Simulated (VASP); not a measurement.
# PbSe (I4/mmm) in VASP: notebook, part 2 of 2

VASP 6.6.1. The steps go on from the part before.

**3. Single point, PBE+D3(BJ) (27.47 Å³/atom)**

This run uses another cell than the first one, of 27.47 Å³/atom.

File INCAR:

```
SYSTEM = PbSe
ALGO = Normal
EDIFF = 1E-7
ENCUT = 520
GGA = PE
ISIF = 2
ISMEAR = 0
IVDW = 12
LASPH = .True.
LCHARG = .False.
LREAL = .False.
LWAVE = .False.
NBANDS = 17
NELM = 100
PREC = Accurate
SIGMA = 0.03
```

File KPOINTS:

```
k-points
0
Gamma
  10 10 10
  0 0 0
```

File POSCAR:

```
PbSe
1.0
    0.0000000000      3.0333603004      2.9851298716
    3.0333603004      0.0000000000      2.9851298716
    3.0333603004      3.0333603004      0.0000000000
Pb Se
1 1
Direct
    0.0000000000      0.0000000000      0.0000000000
    0.5000000000      0.5000000000      0.5000000000
```

Potentials or basis: VASP PAW PBE potentials, release 64 (Pb_d, Se).

Launch:

```bash
$ cat potpaw_PBE.64/Pb_d/POTCAR potpaw_PBE.64/Se/POTCAR > POTCAR
$ mpirun -np 1 vasp_std > vasp.out
```

OUTCAR:

```text
SYSTEM = PbSe
   EDIFF = 1E-7
   ENCUT = 520
   GGA = PE
   ISIF = 2
   ISMEAR = 0
   IVDW = 12
   LASPH = .True.
   LREAL = .False.
   NELM = 100
   PREC = Accurate
 IVDW          = 12

 ion  position               nearest neighbor table
   1  0.000  0.000  0.000-   2 2.99   2 2.99   2 3.03   2 3.03   2 3.03   2 3.03
   2  0.500  0.500  0.500-   1 2.99   1 2.99   1 3.03   1 3.03   1 3.03   1 3.03

  LATTYP: Found a body centered tetragonal cell.
 ALAT       =     4.2898192764
 C/A-ratio  =     1.3917275667

  Lattice vectors:

 A1 = (   0.0000000000,  -3.0333603004,  -2.9851298716)
 A2 = (   0.0000000000,   3.0333603004,  -2.9851298716)
[... 668 lines left out ...]

 E8    (eV) :    -0.3589

  FORCE on cell =-STRESS in cart. coord.  units (eV):
  Direction    XX          YY          ZZ          XY          YZ          ZX
  --------------------------------------------------------------------------------------
  -------------------------------------------------------------------------------------
  Total       0.68669     0.68669     1.56876     0.00000     0.00000    -0.00000
  in kB      20.02768    20.02768    45.75373     0.00000     0.00000    -0.00000
  external pressure =       28.60 kB  Pullay stress =        0.00 kB

 VOLUME and BASIS-vectors are now :
 -----------------------------------------------------------------------------
  energy-cutoff  :      520.00
  volume of cell :       54.93
      direct lattice vectors                 reciprocal lattice vectors
     0.000000000  3.033360300  2.985129872    -0.164833699  0.164833699  0.167496900
     3.033360300  0.000000000  2.985129872     0.164833699 -0.164833699  0.167496900
     3.033360300  3.033360300  0.000000000     0.164833699  0.164833699 -0.167496900

 POSITION                                       TOTAL-FORCE (eV/Angst)
 -----------------------------------------------------------------------------------
      0.00000      0.00000      0.00000        -0.000000     -0.000000      0.000000
      3.03336      3.03336      2.98513         0.000000      0.000000     -0.000000
 -----------------------------------------------------------------------------------
    total drift:                                0.000000     -0.000000     -0.000000

  FREE ENERGIE OF THE ION-ELECTRON SYSTEM (eV)
  ---------------------------------------------------
  free  energy   TOTEN  =        -8.8859545712 eV

  energy  without entropy=       -8.8859533406  energy(sigma->0) =       -8.88595396
```

OSZICAR:

```text
N       E                     dE             d eps       ncg     rms          rms(c)
DAV:   1     0.156341395957E+03    0.15634E+03   -0.95465E+03  3492   0.121E+03
DAV:   2     0.307276820794E+01   -0.15327E+03   -0.14826E+03  3684   0.310E+02
DAV:   3    -0.811212171118E+01   -0.11185E+02   -0.11046E+02  4459   0.888E+01
DAV:   4    -0.837071556632E+01   -0.25859E+00   -0.25843E+00  4316   0.149E+01
DAV:   5    -0.837911812882E+01   -0.84026E-02   -0.84022E-02  4963   0.262E+00    0.287E+00
DAV:   6    -0.811915480988E+01    0.25996E+00   -0.61427E-01  5481   0.567E+00    0.168E+00
DAV:   7    -0.811344287681E+01    0.57119E-02   -0.11559E-01  4249   0.169E+00    0.873E-01
DAV:   8    -0.811652089771E+01   -0.30780E-02   -0.11638E-02  4245   0.122E+00    0.121E-01
DAV:   9    -0.811625012921E+01    0.27077E-03   -0.21640E-03  5382   0.493E-01    0.476E-02
DAV:  10    -0.811628914517E+01   -0.39016E-04   -0.19154E-04  4114   0.827E-02    0.184E-02
DAV:  11    -0.811629539053E+01   -0.62454E-05   -0.64050E-05  4739   0.808E-02    0.100E-02
DAV:  12    -0.811629527900E+01    0.11153E-06   -0.36889E-06  4399   0.132E-02    0.299E-03
DAV:  13    -0.811629529973E+01   -0.20724E-07   -0.13988E-07  3789   0.369E-03
   1 F= -.88859546E+01 E0= -.88859540E+01  d E =-.123056E-05
```

stdout:

```text
POSCAR found type information on POSCAR PbSe
 POSCAR found :  2 types and       2 ions
 scaLAPACK will be used
 LDA part: xc-table for (Slater+PW92), standard interpolation
 POSCAR, INCAR and KPOINTS ok, starting setup
 FFT: planning ... GRIDC
 FFT: planning ... GRID_SOFT
 FFT: planning ... GRID
 WAVECAR not read
 entering main loop
```

It took 70 s on 1 thread of Intel Xeon Platinum 8259CL at 2.50GHz (Skylake/Cascade Lake), shared host; peak memory 0.25 GiB.

Results:

```yaml
Free_energy: -8.8860 eV
Pressure: 2.9 GPa
Band_gap_on_the_k_mesh: 0.13 eV
Dispersion_energy_per_atom: -0.385 eV
```

Stress tensor (GPa, compression positive):
```
2.00 0.00 0.00
0.00 2.00 0.00
0.00 0.00 4.58
```

Levels at points of the mesh, in eV from the valence-band top:
```tsv
k point	band 7	band 8	band 9	band 10	band 11	band 12	band 13	band 14
(0.00, 0.00, 0.00)	-6.28	-2.23	-2.08	-2.08	4.63	4.63	5.02	6.34
(0.50, 0.00, 0.00)	-9.11	-1.71	-1.67	0.00	0.13	1.50	1.60	8.55
(0.50, 0.50, 0.00)	-7.56	-5.42	-3.59	-3.59	3.41	5.67	5.67	6.32
(0.50, 0.00, 0.50)	-7.48	-5.39	-3.64	-3.46	3.48	5.56	5.96	6.12
```

Caveat: spin-orbit coupling is left out, which moves the levels of the heavy elements. A k mesh can miss the band edges.

**4. Single point, PBE+D3(BJ) (27.47 Å³/atom)**

This run uses another cell than the first one, of 27.47 Å³/atom.

File INCAR:

```
SYSTEM = PbSe
PREC = Accurate
ENCUT = 520
EDIFF = 1E-6
ISMEAR = 0
SIGMA = 0.03
LREAL = .FALSE.
LASPH = .TRUE.
NELM = 100
ALGO = Normal
ISIF = 2
LWAVE = .FALSE.
LCHARG = .TRUE.
GGA = PE
IVDW = 12
LELF = .TRUE.
LVHAR = .TRUE.
NBANDS = 17
```

File KPOINTS:

```
regular mesh
0
G
  10 10 10
  0 0 0
```

File POSCAR:

```
PbSe
1.0
    0.0000000000      3.0010784317      3.0496959023
    3.0010784317      0.0000000000      3.0496959023
    3.0010784317      3.0010784317      0.0000000000
Pb Se
1 1
Direct
    0.0000000000      0.0000000000      0.0000000000
    0.5000000000      0.5000000000      0.5000000000
```

Launch:

```bash
$ cat potpaw_PBE.64/Pb_d/POTCAR potpaw_PBE.64/Se/POTCAR > POTCAR
$ mpirun -np 1 vasp_std > vasp.out
```

It took 65 s on 1 thread of Intel Xeon Platinum 8259CL at 2.50GHz (Skylake/Cascade Lake), shared host; peak memory 0.25 GiB.

Results (log left out):

| Item | Value |
| --- | --- |
| Free energy | -8.8861 eV |
| Pressure | 2.9 GPa |
| Band gap on the k mesh | 0.13 eV |
| Dispersion energy per atom | -0.385 eV |

Stress tensor (GPa, compression positive):
```
3.67 0.00 0.00
0.00 3.67 0.00
0.00 0.00 1.23
```

Levels at points of the mesh, in eV from the valence-band top:
| k point | band 7 | band 8 | band 9 | band 10 | band 11 | band 12 | band 13 | band 14 |
| --- | --- | --- | --- | --- | --- | --- | --- | --- |
| (0.00, 0.00, 0.00) | -6.28 | -2.18 | -2.18 | -2.03 | 4.50 | 4.89 | 4.89 | 6.30 |
| (0.50, 0.00, 0.00) | -9.11 | -1.71 | -1.66 | 0.00 | 0.13 | 1.51 | 1.60 | 8.55 |
| (0.50, 0.50, 0.00) | -7.45 | -5.38 | -3.54 | -3.54 | 3.50 | 5.79 | 5.79 | 6.05 |
| (0.50, 0.00, 0.50) | -7.54 | -5.41 | -3.66 | -3.49 | 3.43 | 5.51 | 5.90 | 6.25 |

Caveat: spin-orbit coupling is left out, which moves the levels of the heavy elements.

**5. Overview**

| cell | gap on the mesh (eV) | pressure (GPa) |
| --- | --- | --- |
| a = 4.255, b = 4.255, c = 4.186 Å, angles 60.5, 60.5, 58.9°, 2 atoms | - | 4.7 |
| a = 4.256, b = 4.256, c = 4.290 Å, angles 59.7, 59.7, 60.5°, 2 atoms | 0.13 | 2.9 |
| a = 4.279, b = 4.279, c = 4.244 Å, angles 60.3, 60.3, 59.5°, 2 atoms | 0.13 | 2.9 |

Alike in all rows: task single point; level PBE+D3(BJ); potentials or basis VASP PAW PBE potentials, release 64 (Pb_d, Se); no spin polarisation; k mesh 10 × 10 × 10; cutoff (eV) 520; smearing gaussian 0.03 eV.

Caveats: spin-orbit coupling is left out, which moves the levels of the heavy elements; the cell stands under pressure (at least some runs).

Total energies depend on the potentials used, so only differences within one code and one set of settings carry meaning.
